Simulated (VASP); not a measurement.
# FeGe (P2_13) in VASP: further runs

Runs on FeGe. Level: PBEsol. Tasks: single point.

Program: VASP 6.6.1. These are calculated values, not measurements. Logs are shortened: lines on timing, memory, paths and dates and some standing lists are left out, and cuts for length are marked.

## 1. The cell of the first run

The structure is cubic, space group P2_13 (No. 198). Conventional cell: a = 4.746 Å, b = 4.746 Å, c = 4.746 Å, α = 90.00°, β = 90.00°, γ = 90.00°. Within 3.2 Å of Fe (site symmetry 3) lie 7 Ge at 2.39 to 2.74 Å and 6 Fe at 2.91 Å. Within 3.2 Å of Ge (site symmetry 3) lie 7 Fe at 2.39 to 2.74 Å and 6 Ge at 2.95 Å.

## 2. Single point, PBEsol (13.36 Å³/atom)

The input, INCAR:

```
SYSTEM = FeGe
PREC = Accurate
ENCUT = 600
EDIFF = 1E-6
ISMEAR = 0
SIGMA = 0.03
LREAL = .False.
LASPH = .True.
NELM = 120
ALGO = Normal
ISIF = 2
LWAVE = .False.
LCHARG = .False.
GGA = PS
NBANDS = 54
GGA_COMPAT = .False.
```

The input, KPOINTS:

```
Automatic mesh
0
Gamma
  10 10 10
  0 0 0
```

The input, POSCAR:

```
FeGe
1.0
    4.7460327292      0.0000000000      0.0000000000
    0.0000000000      4.7460327292      0.0000000000
    0.0000000000      0.0000000000      4.7460327292
Fe Ge
4 4
Direct
    0.1266206342      0.1266206342      0.1266206342
    0.3733793658      0.8733793658      0.6266206342
    0.6266206342      0.3733793658      0.8733793658
    0.8733793658      0.6266206342      0.3733793658
    0.8353465552      0.8353465552      0.8353465552
    0.6646534448      0.1646534448      0.3353465552
    0.3353465552      0.6646534448      0.1646534448
    0.1646534448      0.3353465552      0.6646534448
```

Potentials or basis: VASP PAW PBE potentials, release 64 (Fe, Ge_d).

Started as:

```
$ cat potpaw_PBE.64/Fe/POTCAR potpaw_PBE.64/Ge_d/POTCAR > POTCAR
$ mpirun -np 1 vasp_std > vasp.out
```

OUTCAR:

```text
SYSTEM = FeGe
   PREC = Accurate
   ENCUT = 600
   EDIFF = 1E-6
   ISMEAR = 0
   LREAL = .False.
   LASPH = .True.
   NELM = 120
   ISIF = 2
   GGA = PS

 ion  position               nearest neighbor table
   1  0.127  0.127  0.127-   5 2.39   6 2.41   7 2.41   8 2.41   7 2.74   8 2.74   6 2.74   2 2.91
                             4 2.91   2 2.91   4 2.91   3 2.91   3 2.91
   2  0.373  0.873  0.627-   6 2.39   5 2.41   7 2.41   8 2.41   7 2.74   8 2.74   5 2.74   1 2.91
                             3 2.91   1 2.91   3 2.91   4 2.91   4 2.91
   3  0.627  0.373  0.873-   7 2.39   6 2.41   5 2.41   8 2.41   8 2.74   6 2.74   5 2.74   4 2.91
                             2 2.91   2 2.91   4 2.91   1 2.91   1 2.91
   4  0.873  0.627  0.373-   8 2.39   6 2.41   7 2.41   5 2.41   6 2.74   5 2.74   7 2.74   3 2.91
                             1 2.91   1 2.91   3 2.91   2 2.91   2 2.91
   5  0.835  0.835  0.835-   1 2.39   2 2.41   3 2.41   4 2.41   3 2.74   4 2.74   2 2.74
   6  0.665  0.165  0.335-   2 2.39   1 2.41   3 2.41   4 2.41   3 2.74   4 2.74   1 2.74
   7  0.335  0.665  0.165-   3 2.39   2 2.41   1 2.41   4 2.41   4 2.74   2 2.74   1 2.74
   8  0.165  0.335  0.665-   4 2.39   2 2.41   3 2.41   1 2.41   2 2.74   1 2.74   3 2.74

  LATTYP: Found a simple cubic cell.
 ALAT       =     4.7460327292

  Lattice vectors:

 A1 = (   4.7460327292,   0.0000000000,   0.0000000000)
 A2 = (   0.0000000000,   4.7460327292,   0.0000000000)
 A3 = (   0.0000000000,   0.0000000000,   4.7460327292)

Analysis of symmetry for initial positions (statically):
=====================================================================
 Subroutine PRICEL returns:
 Original cell was already a primitive cell.

 Routine SETGRP: Setting up the symmetry group for a
 simple cubic supercell.

 Subroutine GETGRP returns: Found 12 space group operations
 (whereof  3 operations were pure point group operations)
 out of a pool of 48 trial point group operations.

The static configuration has the point symmetry C_3 .
 The point group associated with its full space group is T   .

Analysis of symmetry for dynamics (positions and initial velocities):
=====================================================================
 Subroutine PRICEL returns:
 Original cell was already a primitive cell.

 Routine SETGRP: Setting up the symmetry group for a
 simple cubic supercell.

 Subroutine GETGRP returns: Found 12 space group operations
 (whereof  3 operations were pure point group operations)
 out of a pool of 48 trial point group operations.

The dynamic configuration has the point symmetry C_3 .
 The point group associated with its full space group is T   .

 Subroutine INISYM returns: Found 12 space group operations
 (whereof  3 operations are pure point group operations),
 and found     1 'primitive' translations

----------------------------------------------------------------------------------------

                                     Primitive cell

  volume of cell :     106.9036

  direct lattice vectors                    reciprocal lattice vectors
     4.746032729  0.000000000  0.000000000     0.210702297  0.000000000  0.000000000
     0.000000000  4.746032729  0.000000000     0.000000000  0.210702297  0.000000000
     0.000000000  0.000000000  4.746032729     0.000000000  0.000000000  0.210702297

  length of vectors
     4.746032729  4.746032729  4.746032729     0.210702297  0.210702297  0.210702297

  position of ions in fractional coordinates (direct lattice)
     0.126620634  0.126620634  0.126620634
     0.373379366  0.873379366  0.626620634
     0.626620634  0.373379366  0.873379366
     0.873379366  0.626620634  0.373379366
     0.835346555  0.835346555  0.835346555
     0.664653445  0.164653445  0.335346555
     0.335346555  0.664653445  0.164653445
     0.164653445  0.335346555  0.664653445

  ion indices of the primitive-cell ions
   primitive index   ion index
                 1           1
                 2           2
                 3           3
                 4           4
                 5           5
                 6           6
                 7           7
                 8           8

----------------------------------------------------------------------------------------

 KPOINTS: Automatic mesh

Automatic generation of k-mesh.
 Grid dimensions read from file:
 generate k-points for:   10   10   10

 Generating k-lattice:

  Cartesian coordinates                     Fractional coordinates (reciprocal lattice)
     0.021070230  0.000000000  0.000000000     0.100000000  0.000000000  0.000000000
     0.000000000  0.021070230  0.000000000     0.000000000  0.100000000  0.000000000
     0.000000000  0.000000000  0.021070230     0.000000000  0.000000000  0.100000000

  Length of vectors
     0.021070230  0.021070230  0.021070230

  Shift w.r.t. Gamma in fractional coordinates (k-lattice)
     0.000000000  0.000000000  0.000000000

 Subroutine IBZKPT returns following result:
 ===========================================

 Found     76 irreducible k-points:

 Following reciprocal coordinates:
            Coordinates               Weight
  0.000000  0.000000  0.000000      1.000000
  0.100000  0.000000  0.000000      6.000000
  0.200000  0.000000  0.000000      6.000000
  0.300000  0.000000  0.000000      6.000000
  0.400000  0.000000  0.000000      6.000000
  0.500000  0.000000  0.000000      3.000000
[... 16 lines left out ...]
  0.300000  0.300000  0.000000     12.000000
  0.400000  0.300000  0.000000     12.000000
 [... further k-points ...]
   k-points           NKPTS =     76   k-points in BZ     NKDIM =     76   number of bands    NBANDS=     54
   number of dos      NEDOS =    301   number of ions     NIONS =      8
   total plane-waves  NPLWV =  64000
   dimension x,y,z NGX =    40 NGY =   40 NGZ =   40
   dimension x,y,z NGXF=    80 NGYF=   80 NGZF=   80
   ions per type =               4   4
   NGX,Y,Z   is equivalent  to a cutoff of  14.01, 14.01, 14.01 a.u.
   NGXF,Y,Z  is equivalent  to a cutoff of  28.02, 28.02, 28.02 a.u.
 SYSTEM =  FeGe
   PREC   = accura    normal or accurate (medium, high low for compatibility)
   ISTART =      0    job   : 0-new  1-cont  2-samecut
   ICHARG =      2    charge: 1-file 2-atom 10-const
   ISPIN  =      1    spin polarized calculation?
   LNONCOLLINEAR =      F non collinear calculations
   LSORBIT =      F    spin-orbit coupling
   LASPH  =      T    aspherical Exc in radial PAW
   ENCUT  =  600.0 eV  44.10 Ry    6.64 a.u.   9.48  9.48  9.48*2*pi/ulx,y,z
   NELM   =    120;   NELMIN=  2; NELMDL= -5     # of ELM steps
   EDIFF  = 0.1E-05   stopping-criterion for ELM
   LREAL  =      F    real-space projection
[... 7 lines left out ...]
   TEBEG  =    0.0;   TEEND  =   0.0 temperature during run
   PSTRESS=    0.0 pullay stress
   NELECT =      88.0000    total number of electrons
   NUPDOWN=      -1.0000    fix difference up-down
   EMIN   =  10.00;   EMAX   =-10.00  energy-range for DOS
   EFERMI =   0.00;   METHOD = LEGACY
   ISMEAR =     0;   SIGMA  =   0.03  broadening in eV -4-tet -1-fermi 0-gaus
   EFERMI_NEDOS =   21; number of points for ismear=-14 and -15
   IALGO  =     38    algorithm
   IMIX   =      4    mixing-type and parameters
     AMIX     =   0.40;   BMIX     =  1.00
     AMIX_MAG =   1.60;   BMIX_MAG =  1.00
  volume/ion in A,a.u.               =      13.36        90.18
  Fermi-wavevector in a.u.,A,eV,Ry     =   1.534281  2.899371 32.028375  2.354019
  Thomas-Fermi vector in A             =   2.641231
   LORBIT       =      0    0 simple, 1 ext, 2 COOP (PROOUT), +10 PAW based schemes
   GGA     = PS    functional components
   LHFCALC =     F    Hartree Fock is set to
   AEXX    =    0.0000 exact exchange contribution
   IVDW    =     0    specifies the selected vdW correction
   LEPSILON=     F    determine dielectric tensor
   LRPA    =     F    only Hartree local field effects (RPA)
 non-spin polarized calculation
 Gauss-broadening in eV      SIGMA  =   0.03
  energy-cutoff  :      600.00
  volume of cell :      106.90
 maximum number of plane-waves:      3603
 NGX is ok and might be reduce to    40
   NGX = 19   NGY = 19   NGZ = 19

 number of electron      87.9999977 magnetization

 Free energy of the ion-electron system (eV)
  ---------------------------------------------------
  ext. energy  EPLUGINS =         0.00000000
  ---------------------------------------------------
  free energy    TOTEN  =       -56.37102950 eV

  energy without entropy =      -56.37083421  energy(sigma->0) =      -56.37093186

 E-fermi :   7.2583     XC(G=0): -12.8184

 val. band max:        7.2136606084   @ k =   0.2000   0.0000   0.0000
 cond. band min:       7.3043959706   @ k =   0.3000   0.2000   0.0000
 fundamental gap:      0.0907353622
 Fermi energy:         7.2583064153

 k-point     1 :       0.0000    0.0000    0.0000
  band No.  band energies     occupation
      1     -17.1168      2.00000
      2     -17.1168      2.00000
      3     -17.1168      2.00000
      4     -17.0843      2.00000
      5     -17.0843      2.00000
      6     -17.0843      2.00000
[... 46 lines left out ...]
     53      11.0701      0.00000
     54      11.0701      0.00000

 k-point     2 :       0.1000    0.0000    0.0000
  band No.  band energies     occupation
      1     -17.1173      2.00000
      2     -17.1165      2.00000
      3     -17.1165      2.00000
      4     -17.0854      2.00000
      5     -17.0841      2.00000
      6     -17.0811      2.00000
[... 46 lines left out ...]
     53      11.1053      0.00000
     54      11.1725      0.00000
[... 1195 lines left out ...]
     53      10.7053      0.00000
     54      10.8906      0.00000

 k-point    24 :       0.4000    0.3000    0.0000
  band No.  band energies     occupation
      1     -17.1171      2.00000
      2     -17.1159      2.00000
      3     -17.1028      2.00000
      4     -17.0918      2.00000
      5     -17.0835      2.00000
      6     -17.0762      2.00000
[... 46 lines left out ...]
     53      10.8482      0.00000
     54      11.3392      0.00000

 [... further k-points ...]

------------------------ aborting loop because EDIFF is reached ----------------------------------------

  FORCE on cell =-STRESS in cart. coord.  units (eV):
  Direction    XX          YY          ZZ          XY          YZ          ZX
  --------------------------------------------------------------------------------------
  -------------------------------------------------------------------------------------
  Total      -10.3844195    -10.3844195    -10.3844195     -0.0000000     -0.0000000      0.0000000
  in kB     -155.6326171   -155.6326171   -155.6326171     -0.0000000     -0.0000000      0.0000000
  external PRESSURE =    -155.6326171 kB  Pullay stress =       0.0000000 kB

 VOLUME and BASIS-vectors are now :
 -----------------------------------------------------------------------------
  energy-cutoff  :      600.00
  volume of cell :      106.90
      direct lattice vectors                 reciprocal lattice vectors
     4.746032729  0.000000000  0.000000000     0.210702297  0.000000000  0.000000000
     0.000000000  4.746032729  0.000000000     0.000000000  0.210702297  0.000000000
     0.000000000  0.000000000  4.746032729     0.000000000  0.000000000  0.210702297

 POSITION                                       TOTAL-FORCE (eV/Angst)
 -----------------------------------------------------------------------------------
      0.60095      0.60095      0.60095         0.009949      0.009949      0.009949
      1.77207      4.14509      2.97396        -0.009949     -0.009949      0.009949
      2.97396      1.77207      4.14509         0.009949     -0.009949     -0.009949
      4.14509      2.97396      1.77207        -0.009949      0.009949     -0.009949
      3.96458      3.96458      3.96458         0.004177      0.004177      0.004177
      3.15447      0.78145      1.59157        -0.004177     -0.004177      0.004177
      1.59157      3.15447      0.78145         0.004177     -0.004177     -0.004177
      0.78145      1.59157      3.15447        -0.004177      0.004177     -0.004177
 -----------------------------------------------------------------------------------
    total drift:                                0.000000      0.000001      0.000000

  FREE ENERGIE OF THE ION-ELECTRON SYSTEM (eV)
  ---------------------------------------------------
  free  energy   TOTEN  =       -56.3710295049 eV

  energy  without entropy=      -56.3708342061  energy(sigma->0) =      -56.37093186
```

It took 9.6 min on 1 thread of Intel Xeon Platinum 8259CL at 2.50GHz (Skylake/Cascade Lake), shared host; peak memory 0.53 GiB.

Results:

```yaml
Free_energy: -56.3710 eV
Pressure: -15.6 GPa
Largest_force: 0.017 eV/Å
Band_gap_on_the_k_mesh: 0.09 eV (least direct gap 0.12 eV)
```

Forces in eV/Å, atoms in the order of the input:
```
Fe   0.010  0.010  0.010
Fe  -0.010 -0.010  0.010
Fe   0.010 -0.010 -0.010
Fe  -0.010  0.010 -0.010
Ge   0.004  0.004  0.004
Ge  -0.004 -0.004  0.004
Ge   0.004 -0.004 -0.004
Ge  -0.004  0.004 -0.004
```

Caveat: the cell stands under tension; the PAW data sets were made with another functional, which shifts forces and pressure a little. A k mesh can miss the band edges.

(Continued in part 2 of 2.)
